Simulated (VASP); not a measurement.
# C3N2 (P-3m1) in VASP: notebook

The runs below take C3N2 through single point, with PBE.

All numbers are computed with VASP 6.6.1; they aren't measurements. Logs are shortened: lines on timing, memory, paths and dates and some standing lists are left out, and cuts for length are marked.

### 1 The cell of the first run

Symmetry: P-3m1, No. 164, trigonal system. The conventional cell has a = 2.529 Å, b = 2.529 Å, c = 5.155 Å, α = 90.00°, β = 90.00°, γ = 120.00°. Within 1.9 Å of C (site symmetry 3m) lie 1 N at 1.45 Å and 3 C at 1.55 Å. Within 2.3 Å of C (site symmetry -3m) lie 6 N at 1.70 Å. Within 1.9 Å of N (site symmetry 3m) lie 4 C at 1.45 to 1.70 Å.

The cell was generated, and may not be a known phase.

### 2 Single point, PBE, collinear spin, ferromagnetic start

Input file INCAR:

```
PREC = Accurate ; ENCUT = 520
EDIFF = 1E-6 ; ISMEAR = 0
SIGMA = 0.1 ; LREAL = False
LASPH = True ; NELM = 150
ALGO = Normal ; ISIF = 2
LWAVE = False ; LCHARG = False
ISPIN = 2 ; MAGMOM = 1 1 1 1 1
LORBIT = 11 ; GGA = PE
NBANDS = 23
```

Input file KPOINTS:

```
Automatic mesh
0
Gamma
  6 6 4
```

Input file POSCAR:

```
C3N2
1.0
    2.5286534699      0.0000000000      0.0000000000
   -1.2643267350      2.1898781423      0.0000000000
    0.0000000000      0.0000000000      5.1546678617
C N
3 2
Direct
    0.3333333333      0.6666666667      0.4487571452
    0.6666666667      0.3333333333      0.5512428548
    0.0000000000      0.0000000000      0.0000000000
    0.3333333333      0.6666666667      0.1677637283
    0.6666666667      0.3333333333      0.8322362717
```

Potentials or basis: VASP PAW PBE potentials, release 64 (C, N).

On the command line:

```sh
cat potpaw_PBE.64/C/POTCAR potpaw_PBE.64/N/POTCAR > POTCAR
mpirun -np 1 vasp_std > vasp.out
```

OUTCAR:

```text
PREC = Accurate
   ENCUT = 520
   EDIFF = 1E-6
   ISMEAR = 0
   LREAL = False
   LASPH = True
   NELM = 150
   ISIF = 2
   ISPIN = 2
   LORBIT = 11
   GGA = PE

 ion  position               nearest neighbor table
   1  0.333  0.667  0.449-   4 1.45   2 1.55   2 1.55   2 1.55
   2  0.667  0.333  0.551-   5 1.45   1 1.55   1 1.55   1 1.55
   3  0.000  0.000  0.000-   4 1.70   5 1.70   5 1.70   4 1.70   5 1.70   4 1.70
   4  0.333  0.667  0.168-   1 1.45   3 1.70   3 1.70   3 1.70
   5  0.667  0.333  0.832-   2 1.45   3 1.70   3 1.70   3 1.70

  LATTYP: Found a hexagonal cell.
 ALAT       =     2.5286534699
 C/A-ratio  =     2.0385030701

  Lattice vectors:

 A1 = (   2.5286534699,   0.0000000000,   0.0000000000)
 A2 = (  -1.2643267350,   2.1898781423,   0.0000000000)
 A3 = (   0.0000000000,   0.0000000000,   5.1546678617)

Analysis of symmetry for initial positions (statically):
=====================================================================
 Subroutine PRICEL returns:
 Original cell was already a primitive cell.

 Routine SETGRP: Setting up the symmetry group for a
 hexagonal supercell.

 Subroutine GETGRP returns: Found 12 space group operations
 (whereof 12 operations were pure point group operations)
 out of a pool of 24 trial point group operations.

The static configuration has the point symmetry D_3d.

Analysis of symmetry for dynamics (positions and initial velocities):
=====================================================================
 Subroutine PRICEL returns:
 Original cell was already a primitive cell.

 Routine SETGRP: Setting up the symmetry group for a
 hexagonal supercell.

 Subroutine GETGRP returns: Found 12 space group operations
 (whereof 12 operations were pure point group operations)
 out of a pool of 24 trial point group operations.

The dynamic configuration has the point symmetry D_3d.

Analysis of structural, dynamic, and magnetic symmetry:
=====================================================================
 Subroutine PRICEL returns:
 Original cell was already a primitive cell.

 Routine SETGRP: Setting up the symmetry group for a
 hexagonal supercell.

 Subroutine GETGRP returns: Found 12 space group operations
 (whereof 12 operations were pure point group operations)
 out of a pool of 24 trial point group operations.

The overall configuration has the point symmetry D_3d.

 Subroutine INISYM returns: Found 12 space group operations
 (whereof 12 operations are pure point group operations),
 and found     1 'primitive' translations

----------------------------------------------------------------------------------------

                                     Primitive cell

  volume of cell :      28.5437

  direct lattice vectors                    reciprocal lattice vectors
     2.528653470  0.000000000  0.000000000     0.395467395  0.228323207  0.000000000
    -1.264326735  2.189878142  0.000000000     0.000000000  0.456646414  0.000000000
     0.000000000  0.000000000  5.154667862     0.000000000  0.000000000  0.193998920

  length of vectors
     2.528653470  2.528653470  5.154667862     0.456646414  0.456646414  0.193998920

  position of ions in fractional coordinates (direct lattice)
     0.333333333  0.666666667  0.448757145
     0.666666667  0.333333333  0.551242855
     0.000000000  0.000000000  0.000000000
     0.333333333  0.666666667  0.167763728
     0.666666667  0.333333333  0.832236272

  ion indices of the primitive-cell ions
   primitive index   ion index
                 1           1
                 2           2
                 3           3
                 4           4
                 5           5

----------------------------------------------------------------------------------------

 KPOINTS: Automatic mesh

Automatic generation of k-mesh.
 Grid dimensions read from file:
 generate k-points for:    6    6    4

 Generating k-lattice:

  Cartesian coordinates                     Fractional coordinates (reciprocal lattice)
     0.065911232  0.038053868  0.000000000     0.166666667  0.000000000  0.000000000
     0.000000000  0.076107736  0.000000000     0.000000000  0.166666667  0.000000000
     0.000000000  0.000000000  0.048499730     0.000000000  0.000000000  0.250000000

  Length of vectors
     0.076107736  0.076107736  0.048499730

  Shift w.r.t. Gamma in fractional coordinates (k-lattice)
     0.000000000  0.000000000  0.000000000

 Subroutine IBZKPT returns following result:
 ===========================================

 Found     24 irreducible k-points:

 Following reciprocal coordinates:
            Coordinates               Weight
  0.000000  0.000000  0.000000      1.000000
  0.166667  0.000000  0.000000      6.000000
  0.333333  0.000000  0.000000      6.000000
  0.500000 -0.000000  0.000000      3.000000
  0.166667  0.166667  0.000000      6.000000
  0.333333  0.166667  0.000000     12.000000
[... 16 lines left out ...]
  0.333333  0.166667  0.500000     12.000000
  0.333333  0.333333  0.500000      2.000000
   k-points           NKPTS =     24   k-points in BZ     NKDIM =     24   number of bands    NBANDS=     23
   number of dos      NEDOS =    301   number of ions     NIONS =      5
   total plane-waves  NPLWV =  16000
   dimension x,y,z NGX =    20 NGY =   20 NGZ =   40
   dimension x,y,z NGXF=    40 NGYF=   40 NGZF=   80
   ions per type =               3   2
   NGX,Y,Z   is equivalent  to a cutoff of  13.15, 13.15, 12.90 a.u.
   NGXF,Y,Z  is equivalent  to a cutoff of  26.30, 26.30, 25.80 a.u.
 SYSTEM =  unknown system
   PREC   = accura    normal or accurate (medium, high low for compatibility)
   ISTART =      0    job   : 0-new  1-cont  2-samecut
   ICHARG =      2    charge: 1-file 2-atom 10-const
   ISPIN  =      2    spin polarized calculation?
   LNONCOLLINEAR =      F non collinear calculations
   LSORBIT =      F    spin-orbit coupling
   LASPH  =      T    aspherical Exc in radial PAW
   ENCUT  =  520.0 eV  38.22 Ry    6.18 a.u.   4.70  4.70  9.58*2*pi/ulx,y,z
   NELM   =    150;   NELMIN=  2; NELMDL= -5     # of ELM steps
   EDIFF  = 0.1E-05   stopping-criterion for ELM
   LREAL  =      F    real-space projection
   EDIFFG = 0.1E-04   stopping-criterion for IOM
   NSW    =      0    number of steps for IOM
   IBRION =     -1    ionic relax: 0-MD 1-quasi-New 2-CG
   NFREE  =      0    steps in history (QN), initial steepest desc. (CG)
   ISIF   =      2    stress and relaxation
   ISYM   =      2    0-nonsym 1-usesym 2-fastsym
   POTIM  = 0.5000    time-step for ionic-motion
   TEBEG  =    0.0;   TEEND  =   0.0 temperature during run
   PSTRESS=    0.0 pullay stress
   NELECT =      22.0000    total number of electrons
   NUPDOWN=      -1.0000    fix difference up-down
   EMIN   =  10.00;   EMAX   =-10.00  energy-range for DOS
   EFERMI =   0.00;   METHOD = LEGACY
   ISMEAR =     0;   SIGMA  =   0.10  broadening in eV -4-tet -1-fermi 0-gaus
   EFERMI_NEDOS =   21; number of points for ismear=-14 and -15
   IALGO  =     38    algorithm
   IMIX   =      4    mixing-type and parameters
     AMIX     =   0.40;   BMIX     =  1.00
     AMIX_MAG =   1.60;   BMIX_MAG =  1.00
  volume/ion in A,a.u.               =       5.71        38.52
  Fermi-wavevector in a.u.,A,eV,Ry     =   1.500994  2.836468 30.653711  2.252984
  Thomas-Fermi vector in A             =   2.612423
   LORBIT       =     11    0 simple, 1 ext, 2 COOP (PROOUT), +10 PAW based schemes
   GGA     = PE    functional components
   LHFCALC =     F    Hartree Fock is set to
   AEXX    =    0.0000 exact exchange contribution
   IVDW    =     0    specifies the selected vdW correction
   LEPSILON=     F    determine dielectric tensor
   LRPA    =     F    only Hartree local field effects (RPA)
 spin polarized calculation
 Gauss-broadening in eV      SIGMA  =   0.10
  energy-cutoff  :      520.00
  volume of cell :       28.54
 maximum number of plane-waves:       787
 NGX is ok and might be reduce to    20
   NGX =  9   NGY =  9   NGZ = 19

 number of electron      22.0000000 magnetization       0.0002821

 number of electron      22.0000000 magnetization      -0.0000084

 Free energy of the ion-electron system (eV)
  ---------------------------------------------------
  ext. energy  EPLUGINS =         0.00000000
  ---------------------------------------------------
  free energy    TOTEN  =       -38.71436114 eV

  energy without entropy =      -38.71436114  energy(sigma->0) =      -38.71436114

 E-fermi :  11.1036     XC(G=0): -13.3971

 val. band max:       10.6553281269   @ k =   0.0000   0.1667   0.2500
 cond. band min:      12.3750537740   @ k =   0.5000  -0.0000   0.5000
 fundamental gap:      1.7197256471
 Fermi energy:        11.1035606479

 spin component 1

 k-point     1 :       0.0000    0.0000    0.0000
  band No.  band energies     occupation
      1     -13.4642      1.00000
      2      -9.1061      1.00000
      3      -8.9418      1.00000
      4       1.9512      1.00000
      5       2.6995      1.00000
      6       6.4734      1.00000
[... 597 lines left out ...]
      6      -0.8393      1.00000
[... 15 lines left out ...]
     22      29.8987      0.00000
     23      30.0429      0.00000
 Fermi energy:        11.1035606479

 spin component 2

 k-point     1 :       0.0000    0.0000    0.0000
  band No.  band energies     occupation
      1     -13.4642      1.00000
      2      -9.1061      1.00000
      3      -8.9418      1.00000
      4       1.9512      1.00000
      5       2.6995      1.00000
      6       6.4734      1.00000
[... 613 lines left out ...]
     22      29.8988      0.00000
     23      30.0430      0.00000

------------------------ aborting loop because EDIFF is reached ----------------------------------------

  FORCE on cell =-STRESS in cart. coord.  units (eV):
  Direction    XX          YY          ZZ          XY          YZ          ZX
  --------------------------------------------------------------------------------------
  -------------------------------------------------------------------------------------
  Total        0.0123574      0.0123574      0.1167930     -0.0000000      0.0000000     -0.0000000
  in kB        0.6936321      0.6936321      6.5556746     -0.0000000      0.0000000     -0.0000000
  external PRESSURE =       2.6476462 kB  Pullay stress =       0.0000000 kB

 VOLUME and BASIS-vectors are now :
 -----------------------------------------------------------------------------
  energy-cutoff  :      520.00
  volume of cell :       28.54
      direct lattice vectors                 reciprocal lattice vectors
     2.528653470  0.000000000  0.000000000     0.395467395  0.228323207  0.000000000
    -1.264326735  2.189878142  0.000000000     0.000000000  0.456646414  0.000000000
     0.000000000  0.000000000  5.154667862     0.000000000  0.000000000  0.193998920

 POSITION                                       TOTAL-FORCE (eV/Angst)
 -----------------------------------------------------------------------------------
     -0.00000      1.45992      2.31319        -0.000000     -0.000000      0.010598
      1.26433      0.72996      2.84147         0.000000      0.000000     -0.010598
      0.00000      0.00000      0.00000        -0.000000      0.000000      0.000000
     -0.00000      1.45992      0.86477        -0.000000      0.000000     -0.052100
      1.26433      0.72996      4.28990         0.000000     -0.000000      0.052100
 -----------------------------------------------------------------------------------
    total drift:                                0.000000     -0.000000      0.000000

  FREE ENERGIE OF THE ION-ELECTRON SYSTEM (eV)
  ---------------------------------------------------
  free  energy   TOTEN  =       -38.7143611433 eV

  energy  without entropy=      -38.7143611433  energy(sigma->0) =      -38.71436114

 total charge

# of ion       s       p       d       tot
------------------------------------------
    1        0.830   1.726   0.000   2.556
    2        0.830   1.726   0.000   2.556
    3        0.751   1.365   0.000   2.116
    4        1.251   2.572   0.000   3.823
    5        1.251   2.572   0.000   3.823
--------------------------------------------------
tot          4.914   9.961   0.000  14.875

 magnetization (x)

# of ion       s       p       d       tot
------------------------------------------
    1        0.000  -0.000   0.000  -0.000
    2        0.000  -0.000   0.000  -0.000
    3        0.000  -0.000   0.000  -0.000
    4       -0.000   0.000   0.000  -0.000
    5       -0.000   0.000   0.000  -0.000
--------------------------------------------------
tot          0.000  -0.000   0.000  -0.000
```

It took 18 s on 1 thread of Intel Xeon 6975P-C (Granite Rapids), shared host; peak memory 0.15 GiB.

Results:

```yaml
Free_energy: -38.7144 eV
Pressure: 0.3 GPa
Largest_force: 0.052 eV/Å
Band_gap_on_the_k_mesh: 1.72 eV (least direct gap 2.01 eV)
Net_moment: 0.00 μB per cell
Valence_electrons_inside_the_program's_atomic_spheres: C 2.56, 2.12 (each value once); N 3.82
```

Forces on the atoms (eV/Å):
```
C    0.000  0.000  0.011
C    0.000  0.000 -0.011
C    0.000  0.000  0.000
N    0.000  0.000 -0.052
N    0.000  0.000  0.052
```

Levels at points of the mesh, in eV from the valence-band top:
Spin up:
```csv
k point,band 8,band 9,band 10,band 11,band 12,band 13,band 14,band 15
"(0.00, 0.00, 0.00)",-3.45,-3.45,-0.25,-0.25,3.77,3.77,4.17,5.23
"(0.50, 0.00, 0.00)",-6.17,-5.18,-4.74,-1.85,2.29,4.65,4.91,6.81
"(0.00, 0.00, 0.50)",-2.00,-2.00,-2.00,-2.00,3.31,4.53,5.42,5.42
"(0.50, 0.00, 0.50)",-7.01,-6.90,-5.57,-0.29,1.72,3.91,6.16,6.40
```
Spin down:
| k point | band 8 | band 9 | band 10 | band 11 | band 12 | band 13 | band 14 | band 15 |
| --- | --- | --- | --- | --- | --- | --- | --- | --- |
| (0.00, 0.00, 0.00) | -3.45 | -3.45 | -0.25 | -0.25 | 3.77 | 3.77 | 4.17 | 5.23 |
| (0.50, 0.00, 0.00) | -6.17 | -5.18 | -4.74 | -1.85 | 2.29 | 4.65 | 4.91 | 6.81 |
| (0.00, 0.00, 0.50) | -2.00 | -2.00 | -2.00 | -2.00 | 3.31 | 4.53 | 5.42 | 5.42 |
| (0.50, 0.00, 0.50) | -7.01 | -6.90 | -5.57 | -0.29 | 1.72 | 3.91 | 6.16 | 6.40 |

Caveat: the k points lie up to 0.48 Å⁻¹ apart.

### 3 Single point, PBE

Input file INCAR:

```
SYSTEM = C3N2
PREC     = Accurate       ! precision mode
ENCUT    = 520            ! plane-wave cutoff, eV
EDIFF    = 1E-7           ! SCF threshold, eV
ISMEAR   = 0              ! smearing method
SIGMA    = 0.02           ! smearing width, eV
LREAL    = .FALSE.        ! projectors in reciprocal space
LASPH    = .TRUE.         ! aspherical terms in the spheres
NELM     = 60             ! most SCF steps
ALGO     = Normal         ! electronic algorithm
ISIF     = 2              ! what is computed and relaxed
LWAVE    = .FALSE.        ! write WAVECAR
LCHARG   = .FALSE.        ! write CHGCAR
GGA      = PE             ! functional
NBANDS   = 19             ! bands
```

Input file KPOINTS:

```
regular mesh
0
G
  12 12 6
  0 0 0
```

Input file POSCAR:

```
C3N2
1.0
    2.5287593286      0.0000000000      0.0000000000
   -1.2643796643      2.1899698186      0.0000000000
    0.0000000000      0.0000000000      5.1553086122
C N
3 2
Direct
    0.3333333333      0.6666666667      0.4486455137
    0.6666666667      0.3333333333      0.5513544863
    0.0000000000      0.0000000000      0.0000000000
    0.3333333333      0.6666666667      0.1678079694
    0.6666666667      0.3333333333      0.8321920306
```

Potentials or basis: VASP PAW PBE potentials, release 64 (C, N).

On the command line:

```sh
cat potpaw_PBE.64/C/POTCAR potpaw_PBE.64/N/POTCAR > POTCAR
mpirun -np 1 vasp_std > vasp.out
```

Run time: 25 s. Hardware: 1 thread of Intel Xeon 6975P-C (Granite Rapids), shared host; peak memory 0.16 GiB.

The run converged. Its results:

```
Free energy            : -38.7284 eV
Pressure               : 0.2 GPa
Largest force          : 0.054 eV/Å
Band gap on the k mesh : 1.61 eV (least direct gap 2.00 eV)
```

Forces in eV/Å, atoms in the order of the input:
```
C    0.000  0.000  0.030
C    0.000  0.000 -0.030
C    0.000  0.000  0.000
N    0.000  0.000 -0.054
N    0.000  0.000  0.054
```

Stress tensor (GPa, compression positive):
```
-0.06  0.00  0.00
 0.00 -0.06  0.00
 0.00  0.00  0.74
```

Levels at points of the mesh, in eV from the valence-band top:
| k point | band 8 | band 9 | band 10 | band 11 | band 12 | band 13 | band 14 | band 15 |
| --- | --- | --- | --- | --- | --- | --- | --- | --- |
| (0.00, 0.00, 0.00) | -3.53 | -3.53 | -0.32 | -0.32 | 3.69 | 3.69 | 4.10 | 5.15 |
| (0.50, 0.00, 0.00) | -6.25 | -5.25 | -4.82 | -1.94 | 2.21 | 4.57 | 4.83 | 6.73 |
| (0.00, 0.00, 0.50) | -2.08 | -2.08 | -2.07 | -2.07 | 3.24 | 4.46 | 5.34 | 5.34 |
| (0.50, 0.00, 0.50) | -7.08 | -6.98 | -5.65 | -0.36 | 1.64 | 3.84 | 6.07 | 6.31 |

A k mesh can miss the band edges.

(Part 1 of 2 ends here.)

The gap in the log of VASP goes by the Fermi energy; the results here count the filled bands.